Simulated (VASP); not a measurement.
AlN, 4 atoms in the cell. It takes space group P6_3/mmc (No. 194, hexagonal). The conventional cell has a = 3.276 Å, b = 3.276 Å, c = 4.100 Å, α = 90.00°, β = 90.00°, γ = 120.00°. Al (site symmetry -6m2) has 5 N at 1.89 to 2.05 Å within 2.5 Å. N (site symmetry -6m2) has 5 Al at 1.89 to 2.05 Å within 2.5 Å. 

| Property | Result |
| --- | --- |
| Program | VASP 6.6.1 |
| Task | relaxation of cell and atoms |
| Functional | LDA |
| Potentials or basis | VASP PAW LDA potentials, release 64 (Al, N) |
| Cutoff | 600 eV |
| k mesh | 9 × 9 × 6 |
| Occupations | gaussian, width 0.02 eV |
| Spin | no spin polarisation |
| Dipole correction | no |
| Further INCAR settings | ALGO = Normal; EDIFF = 1e-07; IBRION = 2; EDIFFG = -0.002; NSW = 100; ISIF = 3 |

Potentials or basis: VASP PAW LDA potentials, release 64 (Al, N).

Command:

```sh
$ cat potpaw_LDA.64/Al/POTCAR potpaw_LDA.64/N/POTCAR > POTCAR
$ mpirun -np 1 vasp_std > vasp.out
```

Hardware: 1 thread of Intel(R) Xeon(R) 6975P-C (Granite Rapids), on a shared host.

**Question.** How long does it take, and how much memory?

**Answer.** Run time: 52 s on 1 thread of Intel(R) Xeon(R) 6975P-C (Granite Rapids) (shared host), peak memory 0.16 GiB. Counts: scf iterations 34, k points 48, ion steps 5.
